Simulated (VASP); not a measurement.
# NiO in VASP: notebook

Runs on NiO. Level: PBE. Tasks: single point.

Program: VASP 6.6.1. These are calculated values, not measurements. Logs are shortened: lines on timing, memory, paths and dates and some standing lists are left out, and cuts for length are marked.

## (1) The cell of the first run

The typed cell holds 2 atoms: a = 2.505 Å, b = 2.505 Å, c = 2.505 Å, α = 90.00°, β = 90.00°, γ = 90.00°.

## (2) Single point, PBE, collinear spin, ferromagnetic start (atoms moved at random)

Input file INCAR:

```
SYSTEM = NiO
  ALGO = Normal
  EDIFF = 1E-6
  ENCUT = 520
  GGA = PE
  ISIF = 2
  ISMEAR = -1
  ISPIN = 2
  LASPH = .TRUE.
  LCHARG = .TRUE.
  LELF = .TRUE.
  LMAXMIX = 4
  LORBIT = 11
  LREAL = .FALSE.
  LVHAR = .TRUE.
  LWAVE = .FALSE.
  MAGMOM = 1 0
  NBANDS = 19
  NELM = 150
  PREC = Accurate
  SIGMA = 0.05
```

Input file KPOINTS:

```
k-points
0
G
  11 11 11
  0 0 0
```

Input file POSCAR:

```
NiO
1.0
    2.5046153800      0.0000000000      0.0000000000
    0.0000000000      2.5046153800      0.0000000000
    0.0000000000      0.0000000000      2.5046153800
Ni O
1 1
Direct
    0.0131410000      0.0027990000     -0.0037370000
    0.4834500000      0.5023120000      0.5003710000
```

Potentials or basis: VASP PAW PBE potentials, release 64 (Ni, O).

Launch:

```
> cat potpaw_PBE.64/Ni/POTCAR potpaw_PBE.64/O/POTCAR > POTCAR
> mpirun -np 1 vasp_std > vasp.out
```

OUTCAR:

```text
SYSTEM = NiO
   EDIFF = 1E-6
   ENCUT = 520
   GGA = PE
   ISIF = 2
   ISMEAR = -1
   ISPIN = 2
   LASPH = .TRUE.
   LORBIT = 11
   LREAL = .FALSE.
   NELM = 150
   PREC = Accurate

 ion  position               nearest neighbor table
   1  0.013  0.003  0.996-   2 2.12   2 2.12   2 2.13   2 2.13   2 2.21   2 2.21   2 2.22   2 2.22

   2  0.483  0.502  0.500-   1 2.12   1 2.12   1 2.13   1 2.13   1 2.21   1 2.21   1 2.22   1 2.22

  LATTYP: Found a simple cubic cell.
 ALAT       =     2.5046153800

  Lattice vectors:

 A1 = (   2.5046153800,   0.0000000000,   0.0000000000)
 A2 = (   0.0000000000,   2.5046153800,   0.0000000000)
 A3 = (   0.0000000000,   0.0000000000,   2.5046153800)

Analysis of symmetry for initial positions (statically):
=====================================================================
 Subroutine PRICEL returns:
 Original cell was already a primitive cell.

 Routine SETGRP: Setting up the symmetry group for a
 simple cubic supercell.

 Subroutine GETGRP returns: Found  1 space group operations
 (whereof  1 operations were pure point group operations)
 out of a pool of 48 trial point group operations.

The static configuration has the point symmetry C_1 .

Analysis of symmetry for dynamics (positions and initial velocities):
=====================================================================
 Subroutine PRICEL returns:
 Original cell was already a primitive cell.

 Routine SETGRP: Setting up the symmetry group for a
 simple cubic supercell.

 Subroutine GETGRP returns: Found  1 space group operations
 (whereof  1 operations were pure point group operations)
 out of a pool of 48 trial point group operations.

The dynamic configuration has the point symmetry C_1 .

Analysis of structural, dynamic, and magnetic symmetry:
=====================================================================
 Subroutine PRICEL returns:
 Original cell was already a primitive cell.

 Routine SETGRP: Setting up the symmetry group for a
 simple cubic supercell.

 Subroutine GETGRP returns: Found  1 space group operations
 (whereof  1 operations were pure point group operations)
 out of a pool of 48 trial point group operations.

The overall configuration has the point symmetry C_1 .

 Subroutine INISYM returns: Found  1 space group operations
 (whereof  1 operations are pure point group operations),
 and found     1 'primitive' translations

----------------------------------------------------------------------------------------

                                     Primitive cell

  volume of cell :      15.7117

  direct lattice vectors                    reciprocal lattice vectors
     2.504615380  0.000000000  0.000000000     0.399262900  0.000000000  0.000000000
     0.000000000  2.504615380  0.000000000     0.000000000  0.399262900  0.000000000
     0.000000000  0.000000000  2.504615380     0.000000000  0.000000000  0.399262900

  length of vectors
     2.504615380  2.504615380  2.504615380     0.399262900  0.399262900  0.399262900

  position of ions in fractional coordinates (direct lattice)
     0.013141000  0.002799000  0.996263000
     0.483450000  0.502312000  0.500371000

  ion indices of the primitive-cell ions
   primitive index   ion index
                 1           1
                 2           2

----------------------------------------------------------------------------------------

 KPOINTS: k-points

Automatic generation of k-mesh.
 Grid dimensions read from file:
 generate k-points for:   11   11   11

 Generating k-lattice:

  Cartesian coordinates                     Fractional coordinates (reciprocal lattice)
     0.036296627  0.000000000  0.000000000     0.090909091  0.000000000  0.000000000
     0.000000000  0.036296627  0.000000000     0.000000000  0.090909091  0.000000000
     0.000000000  0.000000000  0.036296627     0.000000000  0.000000000  0.090909091

  Length of vectors
     0.036296627  0.036296627  0.036296627

  Shift w.r.t. Gamma in fractional coordinates (k-lattice)
     0.000000000  0.000000000  0.000000000

 Subroutine IBZKPT returns following result:
 ===========================================

 Found    666 irreducible k-points:

 Following reciprocal coordinates:
            Coordinates               Weight
  0.000000  0.000000  0.000000      1.000000
  0.090909  0.000000  0.000000      2.000000
  0.000000  0.090909  0.000000      2.000000
  0.000000  0.000000  0.090909      2.000000
  0.181818  0.000000  0.000000      2.000000
  0.000000  0.181818  0.000000      2.000000
[... 16 lines left out ...]
  0.181818  0.090909  0.000000      2.000000
  0.000000  0.181818  0.090909      2.000000
 [... further k-points ...]
   k-points           NKPTS =    666   k-points in BZ     NKDIM =    666   number of bands    NBANDS=     19
   number of dos      NEDOS =    301   number of ions     NIONS =      2
   total plane-waves  NPLWV =   8000
   dimension x,y,z NGX =    20 NGY =   20 NGZ =   20
   dimension x,y,z NGXF=    40 NGYF=   40 NGZF=   40
   ions per type =               1   1
   NGX,Y,Z   is equivalent  to a cutoff of  13.28, 13.28, 13.28 a.u.
   NGXF,Y,Z  is equivalent  to a cutoff of  26.55, 26.55, 26.55 a.u.
 SYSTEM =  NiO
   PREC   = accura    normal or accurate (medium, high low for compatibility)
   ISTART =      0    job   : 0-new  1-cont  2-samecut
   ICHARG =      2    charge: 1-file 2-atom 10-const
   ISPIN  =      2    spin polarized calculation?
   LNONCOLLINEAR =      F non collinear calculations
   LSORBIT =      F    spin-orbit coupling
   LASPH  =      T    aspherical Exc in radial PAW
   ENCUT  =  520.0 eV  38.22 Ry    6.18 a.u.   4.66  4.66  4.66*2*pi/ulx,y,z
   NELM   =    150;   NELMIN=  2; NELMDL= -5     # of ELM steps
   EDIFF  = 0.1E-05   stopping-criterion for ELM
   LREAL  =      F    real-space projection
   EDIFFG = 0.1E-04   stopping-criterion for IOM
   NSW    =      0    number of steps for IOM
   IBRION =     -1    ionic relax: 0-MD 1-quasi-New 2-CG
   NFREE  =      0    steps in history (QN), initial steepest desc. (CG)
   ISIF   =      2    stress and relaxation
   ISYM   =      2    0-nonsym 1-usesym 2-fastsym
   POTIM  = 0.5000    time-step for ionic-motion
   TEBEG  =    0.0;   TEEND  =   0.0 temperature during run
   PSTRESS=    0.0 pullay stress
   NELECT =      16.0000    total number of electrons
   NUPDOWN=      -1.0000    fix difference up-down
   EMIN   =  10.00;   EMAX   =-10.00  energy-range for DOS
   EFERMI =   0.00;   METHOD = LEGACY
   ISMEAR =    -1;   SIGMA  =   0.05  broadening in eV -4-tet -1-fermi 0-gaus
   EFERMI_NEDOS =   21; number of points for ismear=-14 and -15
   IALGO  =     38    algorithm
   IMIX   =      4    mixing-type and parameters
     AMIX     =   0.40;   BMIX     =  1.00
     AMIX_MAG =   1.60;   BMIX_MAG =  1.00
  volume/ion in A,a.u.               =       7.86        53.01
  Fermi-wavevector in a.u.,A,eV,Ry     =   1.647051  3.112476 36.909583  2.712778
  Thomas-Fermi vector in A             =   2.736576
   LORBIT       =     11    0 simple, 1 ext, 2 COOP (PROOUT), +10 PAW based schemes
   GGA     = PE    functional components
   LHFCALC =     F    Hartree Fock is set to
   AEXX    =    0.0000 exact exchange contribution
   IVDW    =     0    specifies the selected vdW correction
   LEPSILON=     F    determine dielectric tensor
   LRPA    =     F    only Hartree local field effects (RPA)
 spin polarized calculation
  energy-cutoff  :      520.00
  volume of cell :       15.71
 maximum number of plane-waves:       441
   NGX =  9   NGY =  9   NGZ =  9

 number of electron      15.9999997 magnetization       0.7020737

 Free energy of the ion-electron system (eV)
  ---------------------------------------------------
  ext. energy  EPLUGINS =         0.00000000
  ---------------------------------------------------
  free energy    TOTEN  =       -10.33332416 eV

  energy without entropy =      -10.30739383  energy(sigma->0) =      -10.32035899

 E-fermi :   9.7756     XC(G=0): -13.7230

 val. band max:        9.7745792571   @ k =  -0.1818  -0.4545   0.2727
 cond. band min:       9.7758851006   @ k =   0.0000   0.1818   0.0000
 fundamental gap:      0.0013058436
 Fermi energy:         9.7755834187

 spin component 1

 k-point     1 :       0.0000    0.0000    0.0000
  band No.  band energies     occupation
      1     -11.5928      1.00000
      2       5.9072      1.00000
      3       6.1050      1.00000
      4       6.6920      1.00000
      5       6.6973      1.00000
      6       6.9690      1.00000
[... 11 lines left out ...]
     18      44.1395      0.00000
     19      45.8330      0.00000
[... 485 lines left out ...]
 k-point    24 :       0.0000    0.1818    0.0909
  band No.  band energies     occupation
      1     -11.1083      1.00000
      2       3.9484      1.00000
      3       5.4061      1.00000
      4       6.1252      1.00000
      5       6.6722      1.00000
      6       7.6269      1.00000
[... 11 lines left out ...]
     18      41.9005      0.00000
     19      46.7878      0.00000

 [... further k-points ...]

 spin component 2

 k-point     1 :       0.0000    0.0000    0.0000
  band No.  band energies     occupation
      1     -11.3789      1.00000
      2       6.2754      1.00000
      3       6.5018      1.00000
      4       6.9593      1.00000
      5       6.9661      1.00000
      6       7.2774      1.00000
[... 11 lines left out ...]
     18      44.1332      0.00000
     19      45.9569      0.00000
[... 485 lines left out ...]
 k-point    24 :       0.0000    0.1818    0.0909
  band No.  band energies     occupation
      1     -10.8863      1.00000
      2       4.1822      1.00000
      3       5.7141      1.00000
      4       6.4667      1.00000
      5       7.0899      1.00000
      6       8.0450      1.00000
[... 11 lines left out ...]
     18      41.9387      0.00000
     19      46.9082      0.00000

 [... further k-points ...]

------------------------ aborting loop because EDIFF is reached ----------------------------------------

  FORCE on cell =-STRESS in cart. coord.  units (eV):
  Direction    XX          YY          ZZ          XY          YZ          ZX
  --------------------------------------------------------------------------------------
  -------------------------------------------------------------------------------------
  Total        2.4791931      2.5094802      2.5088615      0.0006974     -0.0001438     -0.0058016
  in kB      252.8120715    255.9005507    255.8374590      0.0711167     -0.0146594     -0.5916065
  external PRESSURE =     254.8500271 kB  Pullay stress =       0.0000000 kB

 VOLUME and BASIS-vectors are now :
 -----------------------------------------------------------------------------
  energy-cutoff  :      520.00
  volume of cell :       15.71
      direct lattice vectors                 reciprocal lattice vectors
     2.504615380  0.000000000  0.000000000     0.399262900  0.000000000  0.000000000
     0.000000000  2.504615380  0.000000000     0.000000000  0.399262900  0.000000000
     0.000000000  0.000000000  2.504615380     0.000000000  0.000000000  0.399262900

 POSITION                                       TOTAL-FORCE (eV/Angst)
 -----------------------------------------------------------------------------------
      0.03291      0.00701      2.49526        -0.099207     -0.001697      0.015162
      1.21086      1.25810      1.25324         0.099207      0.001697     -0.015162
 -----------------------------------------------------------------------------------
    total drift:                               -0.000202      0.000173     -0.000235

  FREE ENERGIE OF THE ION-ELECTRON SYSTEM (eV)
  ---------------------------------------------------
  free  energy   TOTEN  =       -10.3333241596 eV

  energy  without entropy=      -10.3073938290  energy(sigma->0) =      -10.32035899

 total charge

# of ion       s       p       d       tot
------------------------------------------
    1        0.345   0.448   8.386   9.179
    2        1.604   3.323   0.000   4.927
--------------------------------------------------
tot          1.949   3.771   8.386  14.106

 magnetization (x)

# of ion       s       p       d       tot
------------------------------------------
    1       -0.004  -0.002   0.545   0.540
    2        0.003   0.143   0.000   0.146
--------------------------------------------------
tot         -0.001   0.141   0.545   0.686
```

Wall time 28 min (1 thread of Intel Xeon 8259CL, shared host); peak memory 0.41 GiB.

Results:

- Free energy: -10.3333 eV
- Pressure: 25.5 GPa
- Largest force: 0.100 eV/Å
- Net moment: 0.70 μB per cell
- Site moments: Ni +0.54; O +0.15 μB
- Valence electrons inside the program's atomic spheres: Ni 9.18; O 4.93

Forces in eV/Å, atoms in the order of the input:
```
Ni  -0.099 -0.002  0.015
O    0.099  0.002 -0.015
```

Caveat: the cell differs from its parent crystal (atoms moved at random); the cell stands under pressure; a cell with one magnetic atom can't hold antiferromagnetic order, which such compounds often take; semilocal functionals often make such compounds metallic where correlation or magnetic order opens a gap, which also shifts bond lengths.

(Part 1 of 2 ends here.)
